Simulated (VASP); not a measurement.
# AlAs (F-43m) in VASP: notebook

Runs on AlAs. Level: PBEsol. Tasks: single point.

All numbers are computed with VASP 6.6.1; they aren't measurements. Logs are shortened: lines on timing, memory, paths and dates and some standing lists are left out, and cuts for length are marked.

## Step 1: The cell of the first run

Symmetry: F-43m, No. 216, cubic system. The conventional cell has a = 5.545 Å, b = 5.545 Å, c = 5.545 Å, α = 90.00°, β = 90.00°, γ = 90.00°. Within 3.2 Å of Al (site symmetry -43m) lie 4 As at 2.40 Å. As (site symmetry -43m) has 4 Al at 2.40 Å within 3.2 Å.

## Step 2: Single point, PBEsol

Contents of INCAR:

```
PREC = Accurate ; ENCUT = 500
EDIFF = 1E-6 ; ISMEAR = 0
SIGMA = 0.01 ; LREAL = False
LASPH = True ; NELM = 120
ALGO = Normal ; ISIF = 2
LWAVE = False ; LCHARG = False
GGA = PS ; NBANDS = 11
GGA_COMPAT = False
```

Contents of KPOINTS:

```
Automatic mesh
0
Gamma
  6 6 6
```

Contents of POSCAR:

```
AlAs
1.0
    0.0000000000      2.7726205221      2.7726205221
    2.7726205221      0.0000000000      2.7726205221
    2.7726205221      2.7726205221      0.0000000000
Al As
1 1
Direct
    0.0000000000      0.0000000000      0.0000000000
    0.2500000000      0.2500000000      0.2500000000
```

Potentials or basis: VASP PAW PBE potentials, release 64 (Al, As).

The run is started by

```
$ cat potpaw_PBE.64/Al/POTCAR potpaw_PBE.64/As/POTCAR > POTCAR
$ mpirun -np 1 vasp_std > vasp.out
```

OUTCAR:

```text
PREC = Accurate
   ENCUT = 500
   EDIFF = 1E-6
   ISMEAR = 0
   LREAL = False
   LASPH = True
   NELM = 120
   ISIF = 2
   GGA = PS

 ion  position               nearest neighbor table
   1  0.000  0.000  0.000-   2 2.40   2 2.40   2 2.40   2 2.40
   2  0.250  0.250  0.250-   1 2.40   1 2.40   1 2.40   1 2.40

  LATTYP: Found a face centered cubic cell.
 ALAT       =     5.5452410442

  Lattice vectors:

 A1 = (   0.0000000000,   2.7726205221,   2.7726205221)
 A2 = (   2.7726205221,   0.0000000000,   2.7726205221)
 A3 = (   2.7726205221,   2.7726205221,   0.0000000000)

Analysis of symmetry for initial positions (statically):
=====================================================================
 Subroutine PRICEL returns:
 Original cell was already a primitive cell.

 Routine SETGRP: Setting up the symmetry group for a
 face centered cubic supercell.

 Subroutine GETGRP returns: Found 24 space group operations
 (whereof 24 operations were pure point group operations)
 out of a pool of 48 trial point group operations.

The static configuration has the point symmetry T_d .

Analysis of symmetry for dynamics (positions and initial velocities):
=====================================================================
 Subroutine PRICEL returns:
 Original cell was already a primitive cell.

 Routine SETGRP: Setting up the symmetry group for a
 face centered cubic supercell.

 Subroutine GETGRP returns: Found 24 space group operations
 (whereof 24 operations were pure point group operations)
 out of a pool of 48 trial point group operations.

The dynamic configuration has the point symmetry T_d .

 Subroutine INISYM returns: Found 24 space group operations
 (whereof 24 operations are pure point group operations),
 and found     1 'primitive' translations

----------------------------------------------------------------------------------------

                                     Primitive cell

  volume of cell :      42.6286

  direct lattice vectors                    reciprocal lattice vectors
     0.000000000  2.772620522  2.772620522    -0.180334812  0.180334812  0.180334812
     2.772620522  0.000000000  2.772620522     0.180334812 -0.180334812  0.180334812
     2.772620522  2.772620522  0.000000000     0.180334812  0.180334812 -0.180334812

  length of vectors
     3.921077546  3.921077546  3.921077546     0.312349056  0.312349056  0.312349056

  position of ions in fractional coordinates (direct lattice)
     0.000000000  0.000000000  0.000000000
     0.250000000  0.250000000  0.250000000

  ion indices of the primitive-cell ions
   primitive index   ion index
                 1           1
                 2           2

----------------------------------------------------------------------------------------

 KPOINTS: Automatic mesh

Automatic generation of k-mesh.
 Grid dimensions read from file:
 generate k-points for:    6    6    6

 Generating k-lattice:

  Cartesian coordinates                     Fractional coordinates (reciprocal lattice)
    -0.030055802  0.030055802  0.030055802     0.166666667  0.000000000  0.000000000
     0.030055802 -0.030055802  0.030055802     0.000000000  0.166666667  0.000000000
     0.030055802  0.030055802 -0.030055802     0.000000000  0.000000000  0.166666667

  Length of vectors
     0.052058176  0.052058176  0.052058176

  Shift w.r.t. Gamma in fractional coordinates (k-lattice)
     0.000000000  0.000000000  0.000000000

 Subroutine IBZKPT returns following result:
 ===========================================

 Found     16 irreducible k-points:

 Following reciprocal coordinates:
            Coordinates               Weight
  0.000000  0.000000  0.000000      1.000000
  0.166667  0.000000  0.000000      8.000000
  0.333333  0.000000  0.000000      8.000000
  0.500000  0.000000  0.000000      4.000000
  0.166667  0.166667  0.000000      6.000000
  0.333333  0.166667  0.000000     24.000000
[... 8 lines left out ...]
 -0.333333  0.333333  0.166667     24.000000
 -0.333333  0.500000  0.166667     12.000000
   k-points           NKPTS =     16   k-points in BZ     NKDIM =     16   number of bands    NBANDS=     11
   number of dos      NEDOS =    301   number of ions     NIONS =      2
   total plane-waves  NPLWV =  27000
   dimension x,y,z NGX =    30 NGY =   30 NGZ =   30
   dimension x,y,z NGXF=    60 NGYF=   60 NGZF=   60
   ions per type =               1   1
   NGX,Y,Z   is equivalent  to a cutoff of  12.72, 12.72, 12.72 a.u.
   NGXF,Y,Z  is equivalent  to a cutoff of  25.44, 25.44, 25.44 a.u.
 SYSTEM =  unknown system
   PREC   = accura    normal or accurate (medium, high low for compatibility)
   ISTART =      0    job   : 0-new  1-cont  2-samecut
   ICHARG =      2    charge: 1-file 2-atom 10-const
   ISPIN  =      1    spin polarized calculation?
   LNONCOLLINEAR =      F non collinear calculations
   LSORBIT =      F    spin-orbit coupling
   LASPH  =      T    aspherical Exc in radial PAW
   ENCUT  =  500.0 eV  36.75 Ry    6.06 a.u.   7.15  7.15  7.15*2*pi/ulx,y,z
   NELM   =    120;   NELMIN=  2; NELMDL= -5     # of ELM steps
   EDIFF  = 0.1E-05   stopping-criterion for ELM
   LREAL  =      F    real-space projection
   EDIFFG = 0.1E-04   stopping-criterion for IOM
   NSW    =      0    number of steps for IOM
   IBRION =     -1    ionic relax: 0-MD 1-quasi-New 2-CG
   NFREE  =      0    steps in history (QN), initial steepest desc. (CG)
   ISIF   =      2    stress and relaxation
   ISYM   =      2    0-nonsym 1-usesym 2-fastsym
   POTIM  = 0.5000    time-step for ionic-motion
   TEBEG  =    0.0;   TEEND  =   0.0 temperature during run
   PSTRESS=    0.0 pullay stress
   NELECT =       8.0000    total number of electrons
   NUPDOWN=      -1.0000    fix difference up-down
   EMIN   =  10.00;   EMAX   =-10.00  energy-range for DOS
   EFERMI =   0.00;   METHOD = LEGACY
   ISMEAR =     0;   SIGMA  =   0.01  broadening in eV -4-tet -1-fermi 0-gaus
   EFERMI_NEDOS =   21; number of points for ismear=-14 and -15
   IALGO  =     38    algorithm
   IMIX   =      4    mixing-type and parameters
     AMIX     =   0.40;   BMIX     =  1.00
     AMIX_MAG =   1.60;   BMIX_MAG =  1.00
  volume/ion in A,a.u.               =      21.31       143.84
  Fermi-wavevector in a.u.,A,eV,Ry     =   0.937284  1.771209 11.952728  0.878501
  Thomas-Fermi vector in A             =   2.064379
   LORBIT       =      0    0 simple, 1 ext, 2 COOP (PROOUT), +10 PAW based schemes
   GGA     = PS    functional components
   LHFCALC =     F    Hartree Fock is set to
   AEXX    =    0.0000 exact exchange contribution
   IVDW    =     0    specifies the selected vdW correction
   LEPSILON=     F    determine dielectric tensor
   LRPA    =     F    only Hartree local field effects (RPA)
 non-spin polarized calculation
 Gauss-broadening in eV      SIGMA  =   0.01
  energy-cutoff  :      500.00
  volume of cell :       42.63
 maximum number of plane-waves:      1106
 NGX is ok and might be reduce to    30
   NGX = 15   NGY = 15   NGZ = 15

 number of electron       8.0000000 magnetization

 Free energy of the ion-electron system (eV)
  ---------------------------------------------------
  ext. energy  EPLUGINS =         0.00000000
  ---------------------------------------------------
  free energy    TOTEN  =        -9.99492625 eV

  energy without entropy =       -9.99492625  energy(sigma->0) =       -9.99492625

 E-fermi :   4.4618     XC(G=0):  -9.4336

 val. band max:        4.3489881312   @ k =   0.0000   0.0000   0.0000
 cond. band min:       5.5496540805   @ k =   0.5000   0.5000   0.0000
 fundamental gap:      1.2006659493
 Fermi energy:         4.4618193603

 k-point     1 :       0.0000    0.0000    0.0000
  band No.  band energies     occupation
      1      -7.8996      2.00000
      2       4.3490      2.00000
      3       4.3490      2.00000
      4       4.3490      2.00000
      5       6.8205      0.00000
      6       8.7138      0.00000
      7       8.7138      0.00000
      8       8.7138      0.00000
      9      13.4067      0.00000
     10      13.4584      0.00000
     11      13.4584      0.00000

 k-point     2 :       0.1667    0.0000    0.0000
  band No.  band energies     occupation
      1      -7.6078      2.00000
      2       2.1889      2.00000
      3       4.0688      2.00000
      4       4.0688      2.00000
      5       7.4331      0.00000
      6       9.1719      0.00000
      7       9.1719      0.00000
      8       9.7897      0.00000
      9      12.6005      0.00000
     10      12.6005      0.00000
     11      14.1802      0.00000

 k-point     3 :       0.3333    0.0000    0.0000
  band No.  band energies     occupation
      1      -6.8592      2.00000
      2      -0.3674      2.00000
      3       3.6472      2.00000
      4       3.6472      2.00000
      5       6.8979      0.00000
      6       9.2424      0.00000
      7       9.2424      0.00000
      8      12.0022      0.00000
      9      13.5054      0.00000
     10      13.5054      0.00000
     11      13.9155      0.00000

 k-point     4 :       0.5000    0.0000    0.0000
  band No.  band energies     occupation
      1      -6.3219      2.00000
      2      -1.5444      2.00000
      3       3.4785      2.00000
      4       3.4785      2.00000
      5       6.6620      0.00000
      6       9.0166      0.00000
      7       9.0166      0.00000
      8      12.0322      0.00000
      9      15.9397      0.00000
     10      16.1306      0.00000
     11      16.1306      0.00000
[... 127 lines left out ...]
 k-point    14 :       0.5000    0.3333    0.1667
  band No.  band energies     occupation
      1      -6.2741      2.00000
      2      -0.4612      2.00000
      3       1.4087      2.00000
      4       2.5670      2.00000
      5       7.9684      0.00000
      6       9.0334      0.00000
      7       9.5755      0.00000
      8      12.5323      0.00000
      9      13.9046      0.00000
     10      15.3315      0.00000
     11      17.6747      0.00000

 k-point    15 :      -0.3333    0.3333    0.1667
  band No.  band energies     occupation
      1      -5.8606      2.00000
      2      -0.9951      2.00000
      3       0.9241      2.00000
      4       2.1478      2.00000
      5       8.2427      0.00000
      6       9.0290      0.00000
      7      11.2893      0.00000
      8      11.8887      0.00000
      9      12.9677      0.00000
     10      16.1346      0.00000
     11      17.5750      0.00000

 k-point    16 :      -0.3333    0.5000    0.1667
  band No.  band energies     occupation
      1      -5.6785      2.00000
      2      -1.0453      2.00000
      3       1.1621      2.00000
      4       1.4236      2.00000
      5       7.4167      0.00000
      6       8.5128      0.00000
      7      11.6710      0.00000
      8      12.4237      0.00000
      9      15.3114      0.00000
     10      17.1145      0.00000
     11      17.3012      0.00000

------------------------ aborting loop because EDIFF is reached ----------------------------------------

  FORCE on cell =-STRESS in cart. coord.  units (eV):
  Direction    XX          YY          ZZ          XY          YZ          ZX
  --------------------------------------------------------------------------------------
  -------------------------------------------------------------------------------------
  Total        1.6466239      1.6466239      1.6466239      0.0000000      0.0000000      0.0000000
  in kB       61.8876080     61.8876080     61.8876080      0.0000000      0.0000000      0.0000000
  external PRESSURE =      61.8876080 kB  Pullay stress =       0.0000000 kB

 VOLUME and BASIS-vectors are now :
 -----------------------------------------------------------------------------
  energy-cutoff  :      500.00
  volume of cell :       42.63
      direct lattice vectors                 reciprocal lattice vectors
     0.000000000  2.772620522  2.772620522    -0.180334812  0.180334812  0.180334812
     2.772620522  0.000000000  2.772620522     0.180334812 -0.180334812  0.180334812
     2.772620522  2.772620522  0.000000000     0.180334812  0.180334812 -0.180334812

 POSITION                                       TOTAL-FORCE (eV/Angst)
 -----------------------------------------------------------------------------------
      0.00000      0.00000      0.00000        -0.000000     -0.000000     -0.000000
      1.38631      1.38631      1.38631         0.000000      0.000000      0.000000
 -----------------------------------------------------------------------------------
    total drift:                                0.000000      0.000000      0.000000

  FREE ENERGIE OF THE ION-ELECTRON SYSTEM (eV)
  ---------------------------------------------------
  free  energy   TOTEN  =        -9.9949262481 eV

  energy  without entropy=       -9.9949262481  energy(sigma->0) =       -9.99492625
```

It used 12 s of CPU time on 1 thread of AMD EPYC 7R13 Processor (Zen 3), on a shared host.

Results:

| Property | Result |
| --- | --- |
| Free energy | -9.9949 eV |
| Pressure | 6.2 GPa |
| Band gap on the k mesh | 1.20 eV, indirect (least direct gap 2.47 eV) |

Levels at points of the mesh, in eV from the valence-band top:
| k point | band 1 | band 2 | band 3 | band 4 | band 5 | band 6 | band 7 | band 8 | band 9 |
| --- | --- | --- | --- | --- | --- | --- | --- | --- | --- |
| (0.00, 0.00, 0.00) | -12.25 | 0.00 | 0.00 | 0.00 | 2.47 | 4.36 | 4.36 | 4.36 | 9.06 |
| (0.50, 0.00, 0.00) | -10.67 | -5.89 | -0.87 | -0.87 | 2.31 | 4.67 | 4.67 | 7.68 | 11.59 |
| (0.50, 0.50, 0.00) | -10.06 | -5.67 | -2.33 | -2.33 | 1.20 | 2.21 | 10.76 | 10.76 | 12.37 |

Caveat: the PAW data sets were made with another functional, which shifts forces and pressure a little. A k mesh can miss the band edges.

## Step 3: Single point, PBEsol

This run uses another cell than the first one, of 21.99 Å³/atom, 1.032 times its volume.

INCAR is that of step 2.

KPOINTS is that of step 2.

Contents of POSCAR:

```
AlAs
1.0
    0.0000000000      2.8018081462      2.8018081462
    2.8018081462      0.0000000000      2.8018081462
    2.8018081462      2.8018081462      0.0000000000
Al As
1 1
Direct
    0.0000000000      0.0000000000      0.0000000000
    0.2500000000      0.2500000000      0.2500000000
```

Potentials or basis: VASP PAW PBE potentials, release 64 (Al, As).

The run is started by

```
$ cat potpaw_PBE.64/Al/POTCAR potpaw_PBE.64/As/POTCAR > POTCAR
$ mpirun -np 1 vasp_std > vasp.out
```

It used 12 s of CPU time on 1 thread of AMD EPYC 7R13 Processor (Zen 3), on a shared host.

The run converged. Its results:

```yaml
Free_energy: -10.0350 eV
Pressure: 3.3 GPa
Band_gap_on_the_k_mesh: 1.26 eV, indirect (least direct gap 2.22 eV)
```

Levels at points of the mesh, in eV from the valence-band top:
```tsv
k point	band 2	band 3	band 4	band 5	band 6	band 7
(0.00, 0.00, 0.00)	0.00	0.00	0.00	2.22	4.31	4.31
(0.50, 0.00, 0.00)	-5.74	-0.85	-0.85	2.19	4.65	4.65
(0.50, 0.50, 0.00)	-5.56	-2.26	-2.26	1.26	2.21	10.51
```

Caveat: the PAW data sets were made with another functional, which shifts forces and pressure a little. Expect the measured gap to be larger: semilocal functionals such as PBEsol lack the derivative discontinuity.
